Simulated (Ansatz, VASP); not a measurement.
## Ti2SnTe3: VASP beside Ansatz

INCAR

```
SYSTEM = Ti2SnTe3
PREC = Accurate ; ENCUT = 600
EDIFF = 1E-6 ; ISMEAR = 0
SIGMA = 0.1 ; LREAL = .False.
LASPH = .True. ; NELM = 80
ALGO = Normal ; ISIF = 3
LWAVE = .False. ; LCHARG = .False.
GGA = PE ; IBRION = 2
NSW = 90 ; EDIFFG = -0.04
```

The input KPOINTS:

```
regular mesh
0
Gamma
  6 6 4
  0 0 0
```

File POSCAR:

```
Ti2SnTe3
1.0
    5.2735341779      0.0000000000      0.0000000000
   -2.6367670889      4.5670145657      0.0000000000
    0.0000000000      0.0000000000      6.2810263101
Ti Sn Te
2 1 3
Direct
    0.0000000000      0.0000000000      0.2077744424
    0.0000000000      0.0000000000      0.7922255576
    0.3333333333      0.6666666667      0.0000000000
    0.3333333333      0.6666666667      0.5000000000
    0.6666666667      0.3333333333      0.0000000000
    0.6666666667      0.3333333333      0.5000000000
```

Input for Ansatz:

```yaml
crystal:
  lattice:
    - [5.2735341779, 0.0, 0.0]
    - [-2.6367670889, 4.5670145657, 0.0]
    - [0.0, 0.0, 6.2810263101]
  atoms:
    - { symbol: Ti, position: [0.0, 0.0, 0.2077744424] }
    - { symbol: Ti, position: [0.0, 0.0, 0.7922255576] }
    - { symbol: Sn, position: [0.3333333333, 0.6666666667, 0.0] }
    - { symbol: Te, position: [0.3333333333, 0.6666666667, 0.5] }
    - { symbol: Te, position: [0.6666666667, 0.3333333333, 0.0] }
    - { symbol: Te, position: [0.6666666667, 0.3333333333, 0.5] }
basis:
  ecutwfc: 420
kpoints:
  mp_grid: { grid: [6, 6, 4] }
hamiltonian:
  xc: pbe
scf:
  occupations: { method: gaussian, width: 0.1 }
  lower_state_search: "off"
output:
  forces: true
  stress: true
  eigenvalues: true
relax:
  adjacent_minimum: "off"
  f_tol: 0.04
  max_steps: 70
  cell: { stress_tol: 0.4 }
```

Change from the starting cell: species swapped into the Eu2Ge3Au type (P-6m2, No. 187).

Alike in both runs: task relaxation of cell and atoms; functional PBE; k mesh 6 × 6 × 4; occupations gaussian, width 0.1 eV; no spin polarisation.

```csv
,VASP,Ansatz
version,VASP 6.6.1,Ansatz 0.2.0
potentials or method,"VASP PAW PBE potentials, release 64 (Ti_sv, Sn_d, Te), cutoff 600 eV","scalar-relativistic, plane waves, PAW"
valence electrons in the cell,56,86
```

|  | VASP | Ansatz | Ansatz less VASP |
| --- | --- | --- | --- |
| gap on the k mesh at the Fermi level, each at its own relaxed structure (eV) | none | none | - |
| relaxed volume (Å³/atom) | 25.24 | 25.31 | +0.076 |
| relaxed length of the cell vector where the two differ most in proportion (Å) | 5.254 | 5.261 | +0.0066 |

A gap of «none» marks a metal or a gap that the smearing closes. VASP's potentials hold 56 valence electrons a cell and Ansatz's 86, so a difference there can come from the potentials and not from the codes.

Neither program's run includes spin-orbit coupling.
